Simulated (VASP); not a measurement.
W: single point with LDA

Crystal: W.

```
W
1.0
     0.00000    2.03364    1.83475
     2.03364    0.00000    1.83475
     2.03364    2.03364    0.00000
W
1
Direct
  0.00000 0.00000 0.00000
```

```
Program                : VASP 6.6.1
Task                   : single point
Functional             : LDA
Potentials or basis    : VASP PAW LDA potentials, release 64 (W_sv)
Cutoff                 : 520 eV
k mesh                 : 22 × 22 × 22
Occupations            : gaussian, width 0.15 eV
Spin                   : no spin polarisation
Dipole correction      : no
Further INCAR settings : ALGO = Fast; EDIFF = 1e-06; NBANDS = 13
```

The pressure is 12.6 GPa and the band gap on the k mesh is zero (bands 7 and 8 overlap by 5.80 eV).

Stress tensor (GPa, compression positive):
```
21.97  0.00  0.00
 0.00 21.97  0.00
 0.00  0.00 -6.00
```

Levels at points of the mesh, in eV from the Fermi level:
| k point | band 3 | band 4 | band 5 | band 6 | band 7 | band 8 | band 9 | band 10 | band 11 | band 12 |
| --- | --- | --- | --- | --- | --- | --- | --- | --- | --- | --- |
| (0.00, 0.00, 0.00) | -37.14 | -37.10 | -9.54 | -1.32 | -1.32 | 0.06 | 1.39 | 3.32 | 12.89 | 17.07 |
| (0.50, 0.00, 0.00) | -37.45 | -37.21 | -6.27 | -2.03 | -0.28 | 0.85 | 4.70 | 5.85 | 11.38 | 12.30 |
| (0.50, 0.50, 0.00) | -37.85 | -37.85 | -6.26 | -5.51 | 4.93 | 5.22 | 6.15 | 6.15 | 11.23 | 11.23 |
| (0.50, 0.00, 0.50) | -37.69 | -37.47 | -6.32 | -5.08 | 2.73 | 4.97 | 5.26 | 6.80 | 11.91 | 13.49 |

It took 2.1 min on 1 thread of AMD EPYC 7R43 64-Core Processor (Zen 3), with other jobs on the host, peak memory 0.22 GiB.

Caveat: the cell stands under pressure; spin-orbit coupling is left out, which moves the levels of the heavy elements.
